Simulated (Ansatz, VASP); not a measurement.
**One calculation of YSiF3, two programs**

Contents of INCAR:

```
SYSTEM = YSiF3
PREC = Accurate
ENCUT = 520
EDIFF = 1E-6
ISMEAR = 0
SIGMA = 0.1
LREAL = .False.
LASPH = .True.
NELM = 150
ALGO = Normal
ISIF = 2
LWAVE = .False.
LCHARG = .False.
ISPIN = 2
MAGMOM = 0 0 0 0 1 1 1 1 1 1
LORBIT = 11
LMAXMIX = 4
GGA = PE
NBANDS = 51
```

Contents of KPOINTS:

```
regular mesh
0
Gamma
  4 4 4
  0 0 0
```

The input POSCAR:

```
YSiF3
1.0
    5.5475094100      0.0000000000      0.0000000000
    0.0000000000      5.5475094100      0.0000000000
    0.0000000000      0.0000000000      3.9226815200
Y Si F
2 2 6
Direct
    0.0000000000      0.5000000000      0.5000000000
    0.5000000000      0.0000000000      0.5000000000
    0.5000000000      0.5000000000      0.0000000000
    0.0000000000      0.0000000000      0.0000000000
    0.7723125400      0.2723125400      0.0000000000
    0.7276874600      0.7723125400      0.0000000000
    0.5000000000      0.5000000000      0.5000000000
    0.2276874600      0.7276874600      0.0000000000
    0.2723125400      0.2276874600      0.0000000000
    0.0000000000      0.0000000000      0.5000000000
```

Input for Ansatz:

```yaml
crystal:
  lattice:
    - [5.54750941, 0.0, 0.0]
    - [0.0, 5.54750941, 0.0]
    - [0.0, 0.0, 3.92268152]
  atoms:
    - { symbol: "Y", position: [0.0, 0.5, 0.5] }
    - { symbol: "Y", position: [0.5, 0.0, 0.5] }
    - { symbol: Si, position: [0.5, 0.5, 0.0] }
    - { symbol: Si, position: [0.0, 0.0, 0.0] }
    - { symbol: F, position: [0.77231254, 0.27231254, 0.0], spin: 1.0 }
    - { symbol: F, position: [0.72768746, 0.77231254, 0.0], spin: 1.0 }
    - { symbol: F, position: [0.5, 0.5, 0.5], spin: 1.0 }
    - { symbol: F, position: [0.22768746, 0.72768746, 0.0], spin: 1.0 }
    - { symbol: F, position: [0.27231254, 0.22768746, 0.0], spin: 1.0 }
    - { symbol: F, position: [0.0, 0.0, 0.5], spin: 1.0 }
basis:
  ecutwfc: 420
kpoints:
  mp_grid: { grid: [4, 4, 4] }
hamiltonian:
  xc: pbe
scf:
  occupations: { method: gaussian, width: 0.1 }
  lower_state_search: "off"
output:
  forces: true
  stress: true
  eigenvalues: true
  populations: true
magnetization:
  spin_polarized: true
```

Alike in both runs: task single point; functional PBE; k mesh 4 × 4 × 4; occupations gaussian, width 0.1 eV; collinear spin.

|  | VASP | Ansatz |
| --- | --- | --- |
| version | VASP 6.6.1 | Ansatz 0.2.0 |
| potentials or method | VASP PAW PBE potentials, release 64 (Y_sv, Si, F), cutoff 520 eV | scalar-relativistic, plane waves, PAW |
| valence electrons in the cell | 72 | 72 |

Ansatz gave:

```
gap on the k mesh at the Fermi level (eV)                     : none
rms of the force components (eV/Å)                            : 0.178
net moment per atom (μB)                                      : 0.04
size of the moment on the site where the two differ most (μB) : 0.08
```

Question: What did VASP give for the same quantities?

Answer: gap on the k mesh at the Fermi level (eV): none; rms of the force components (eV/Å): 0.164; net moment per atom (μB): 0.21; size of the moment on the site where the two differ most (μB): 0.64.

The net moments are unlike, so the other rows may belong to different states. Site moments also hang on the region over which each program counts them. Atom by atom the forces differ by 0.013 eV/Å (rms over components). A gap of «none» marks a metal or a gap that the smearing closes. Ansatz's warnings: seeded moment not kept.

The k mesh is coarse, so the values compare programs but aren't converged.
